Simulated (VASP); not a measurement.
**HgTe: single point with PBEsol**

HgTe:

```
Hg Te
1.0
    -3.14392    3.14392    1.60975
     3.14392   -3.14392    1.60975
     3.14392    3.14392   -1.60975
Hg Te
1 1
Direct
  0.25000 0.75000 0.50000
  0.00000 0.00000 0.00000
```

```json
{
 "Program": "VASP 6.6.1",
 "Task": "single point",
 "Functional": "PBEsol",
 "Potentials or basis": "VASP PAW PBE potentials, release 64 (Hg, Te)",
 "Cutoff": "520 eV",
 "k mesh": "8 × 8 × 8",
 "Occupations": "fermi-dirac, width 0.1 eV",
 "Spin": "no spin polarisation",
 "Dipole correction": "no",
 "Further INCAR settings": "ALGO = Normal; EDIFF = 1e-07; NBANDS = 16"
}
```

* Pressure: -6.0 GPa
* Band gap on the k mesh: zero (band 9 reaches 4.49 eV, above the bottom of band 10 at 1.94 eV)

Stress tensor (GPa, compression positive):
```
-6.00  0.00  0.00
 0.00 -6.00  0.00
 0.00  0.00 -6.15
```

Levels at points of the mesh, in eV from the Fermi level:
| k point | band 5 | band 6 | band 7 | band 8 | band 9 | band 10 | band 11 | band 12 | band 13 | band 14 |
| --- | --- | --- | --- | --- | --- | --- | --- | --- | --- | --- |
| (0.00, 0.00, 0.00) | -5.94 | -5.94 | -3.41 | -2.11 | -2.11 | 2.99 | 4.69 | 6.61 | 6.61 | 8.76 |
| (0.50, 0.00, 0.00) | -6.12 | -5.88 | -4.17 | -1.84 | -0.95 | -0.04 | 2.99 | 3.91 | 5.70 | 7.89 |
| (0.50, 0.50, 0.00) | -5.92 | -5.90 | -5.67 | -0.87 | 1.20 | 2.06 | 2.63 | 3.40 | 8.48 | 10.09 |
| (0.50, 0.50, 0.50) | -5.91 | -5.91 | -4.05 | -3.77 | -3.77 | 2.73 | 7.16 | 7.42 | 7.42 | 11.52 |

Run time: 2.4 min on 1 thread of AMD EPYC 7R13, with other jobs on the host, peak memory 0.21 GiB.

Caveat: the PAW data sets were made with another functional, which shifts forces and pressure a little; spin-orbit coupling is left out, which moves the levels of the heavy elements.
